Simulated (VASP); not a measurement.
A run of VASP 6.6.1:

POSCAR

```
MgO
1.0
    0.0000000000      2.1021674167      2.1021674167
    2.1021674167      0.0000000000      2.1021674167
    2.1021674167      2.1021674167      0.0000000000
Mg O
1 1
Direct
    0.0000000000      0.0000000000      0.0000000000
    0.5000000000      0.5000000000      0.5000000000
```

Contents of INCAR.step1:

```
SYSTEM = MgO
ALGO = Normal ; EDIFF = 1E-4
ENCUT = 520 ; GGA = PE
ISMEAR = -1 ; LASPH = .True.
LCHARG = .False. ; LREAL = .False.
LWAVE = .True. ; NBANDS = 11
NELM = 60 ; PREC = Accurate
SIGMA = 0.02
```

INCAR.step2

```
SYSTEM = MgO
ALGO = Normal ; EDIFF = 1E-6
ENCUT = 520 ; ISIF = 2
ISMEAR = -1 ; ISTART = 1
LASPH = .True. ; LCHARG = .False.
LMIXTAU = .True. ; LREAL = .False.
LWAVE = .False. ; METAGGA = R2SCAN
NBANDS = 11 ; NELM = 60
PREC = Accurate ; SIGMA = 0.02
```

Contents of KPOINTS:

```
k-points
0
Gamma
  10 10 10
  0 0 0
```

Potentials or basis: VASP PAW PBE potentials, release 64 (Mg, O).

Run with:

```bash
$ cat potpaw_PBE.64/Mg/POTCAR potpaw_PBE.64/O/POTCAR > POTCAR
$ cp INCAR.step1 INCAR
$ mpirun -np 1 vasp_std > vasp.out
$ cp INCAR.step2 INCAR
$ mpirun -np 1 vasp_std > vasp.out
```

Hardware: 1 thread of Intel(R) Xeon(R) Platinum 8488C (Sapphire Rapids) (shared host).

Question: How long does it take, and how much memory?

Answer: Wall time 24 s on 1 thread of Intel(R) Xeon(R) Platinum 8488C (Sapphire Rapids), on a shared host, peak memory 0.14 GiB. Counts: k points 47.
